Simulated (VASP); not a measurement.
BN, 4 atoms in the cell. The structure is tetragonal, space group I4_1md (No. 109). Conventional cell: a = 2.461 Å, b = 2.461 Å, c = 8.525 Å, α = 90.00°, β = 90.00°, γ = 90.00°. Within 1.9 Å of B (site symmetry 2mm) lie 3 N at 1.42 Å. Within 1.9 Å of N (site symmetry 2mm) lie 3 B at 1.42 Å. The cell was built from a structure type or drawn by symmetry, and may not be a known phase.

| Quantity | Value |
| --- | --- |
| Program | VASP 6.6.1 |
| Task | single point |
| Functional | PBE |
| Potentials or basis | VASP PAW PBE potentials, release 64 (B, N) |
| Cutoff | 520 eV |
| k mesh | 10 × 10 × 10 |
| Occupations | gaussian, width 0.1 eV |
| Spin | no spin polarisation |
| Dipole correction | no |
| Further INCAR settings | ALGO = Normal; EDIFF = 1e-07; NBANDS = 16 |

Potentials or basis: VASP PAW PBE potentials, release 64 (B, N).

Launch:

```sh
$ cat potpaw_PBE.64/B/POTCAR potpaw_PBE.64/N/POTCAR > POTCAR
$ mpirun -np 1 vasp_std > vasp.out
```

Hardware: 1 thread of Intel(R) Xeon(R) Platinum 8488C (Sapphire Rapids) (shared host).

**Question.** How long does it take, and how much memory?

**Answer.** Wall time 51 s on 1 thread of Intel(R) Xeon(R) Platinum 8488C (Sapphire Rapids), on a shared host, peak memory 0.2 GiB. Counts: scf iterations 13, k points 102.
